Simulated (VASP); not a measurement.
Wanted: the native input for a VASP 6.6.1 run.

- Task: electric field gradients
- Functional: LDA
- Potentials or basis: VASP PAW LDA potentials, release 64 (B, P)
- Cutoff: 520 eV
- k mesh: 15 × 15 × 15
- Occupations: fermi-dirac, width 0.05 eV
- Spin: no spin polarisation
- Dipole correction: no
- Further INCAR settings: ALGO = Normal; EDIFF = 1e-08; NBANDS = 11

The structure of BP lies in POSCAR:

```
BP
1.0
    0.0000000000      2.2009300000      2.2690000000
    2.2009300000      0.0000000000      2.2690000000
    2.2009300000      2.2009300000      0.0000000000
B P
1 1
Direct
    0.0000000000      0.0000000000      0.0000000000
    0.7500000000      0.7500000000      0.7500000000
```

This cell differs from its parent crystal: equal xx and yy strain of -3 %.

One way to write it, as run:

INCAR

```
SYSTEM = BP
PREC     = Accurate       ! precision mode
ENCUT    = 520            ! plane-wave cutoff, eV
EDIFF    = 1E-8           ! SCF threshold, eV
ISMEAR   = -1             ! smearing method
SIGMA    = 0.05           ! smearing width, eV
LREAL    = .FALSE.        ! projectors in reciprocal space
LASPH    = .TRUE.         ! aspherical terms in the spheres
NELM     = 100            ! most SCF steps
ALGO     = Normal         ! electronic algorithm
ISIF     = 2              ! what is computed and relaxed
LWAVE    = .FALSE.        ! write WAVECAR
LCHARG   = .FALSE.        ! write CHGCAR
LEFG     = .TRUE.       
NBANDS   = 11             ! bands
```

KPOINTS

```
regular mesh
0
G
  15 15 15
  0 0 0
```

Potentials or basis: VASP PAW LDA potentials, release 64 (B, P).

The run is started by

```bash
$ cat potpaw_LDA.64/B/POTCAR potpaw_LDA.64/P/POTCAR > POTCAR
$ mpirun -np 1 vasp_std > vasp.out
```

It gave:

```
Pressure               : 5.3 GPa
Band gap on the k mesh : 0.88 eV, indirect (least direct gap 3.32 eV)
```

Caveat: the cell differs from its parent crystal (equal xx and yy strain of -3 %); without QUAD_EFG the Cq values of the log hold for a quadrupole moment of 1 mb, not for the nuclei.

Wall time 30 s on 1 thread of Intel Xeon 6975P-C (shared host), peak memory 0.17 GiB.
